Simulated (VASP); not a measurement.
Wanted: the native input for a VASP 6.6.1 run.

```
Task                   : single point
Functional             : r2SCAN
Potentials or basis    : VASP PAW PBE potentials, release 64 (Ni)
Cutoff                 : 600 eV
k mesh                 : 27 × 27 × 24
Occupations            : gaussian, width 0.1 eV
Spin                   : collinear spin, ferromagnetic start
Starting moments       : [0.87] μB
Dipole correction      : no
Second try             : timeout
Further INCAR settings : ALGO = Normal; EDIFF = 1e-06; NBANDS = 15
```

Ni:

```
Ni
1.0
     2.38266    0.00000    0.00000
    -1.19133    2.06345    0.00000
     0.00000    0.00000    2.33010
Ni
1
Direct
  0.00000 0.00000 0.00000
```

This isn't the form of Ni at room conditions, which is fcc.

One way to write it, as run:

POSCAR

```
Ni
1.0
    2.3826640784      0.0000000000      0.0000000000
   -1.1913320392      2.0634476206      0.0000000000
    0.0000000000      0.0000000000      2.3300988351
Ni
1
Direct
    0.0000000000      0.0000000000      0.0000000000
```

INCAR.step1

```
PREC = Accurate
ENCUT = 600
ISMEAR = 0
SIGMA = 0.1
LREAL = F
LASPH = T
NELM = 200
ISPIN = 2
MAGMOM = 0.87
LMAXMIX = 4
NBANDS = 15
GGA = PE
ALGO = Normal
EDIFF = 1E-5
LWAVE = T
LCHARG = F
GGA_COMPAT = F
KPAR = 8
```

INCAR.step2

```
PREC = Accurate
ENCUT = 600
EDIFF = 1E-6
ISMEAR = 0
SIGMA = 0.1
LREAL = F
LASPH = T
NELM = 200
ALGO = Normal
ISIF = 2
LWAVE = F
LCHARG = T
ISPIN = 2
MAGMOM = 0.87
LORBIT = 11
LMAXMIX = 4
METAGGA = R2SCAN
LMIXTAU = T
LVHAR = T
NBANDS = 15
ISTART = 1
GGA_COMPAT = F
KPAR = 8
```

KPOINTS

```
Automatic mesh
0
Gamma
  27 27 24
```

Potentials or basis: VASP PAW PBE potentials, release 64 (Ni).

Command:

```bash
$ cat potpaw_PBE.64/Ni/POTCAR > POTCAR
$ cp INCAR.step1 INCAR
$ mpirun -np 8 vasp_std > vasp.out
$ cp INCAR.step2 INCAR
$ mpirun -np 8 vasp_std > vasp.out
```

It gave:

| Item | Value |
| --- | --- |
| Pressure | 0.2 GPa |
| Net moment | 0.72 μB per cell |
| Site moments | Ni +0.73 μB |
| Valence electrons inside the program's atomic spheres | Ni 9.37 |

Caveat: the PAW data sets were made with another functional, which shifts forces and pressure a little.

Run time: 2.6 min on 8 MPI ranks on AMD EPYC 9R45 96-Core Processor (Zen 5), on a shared host, peak memory 0.37 GiB a rank.
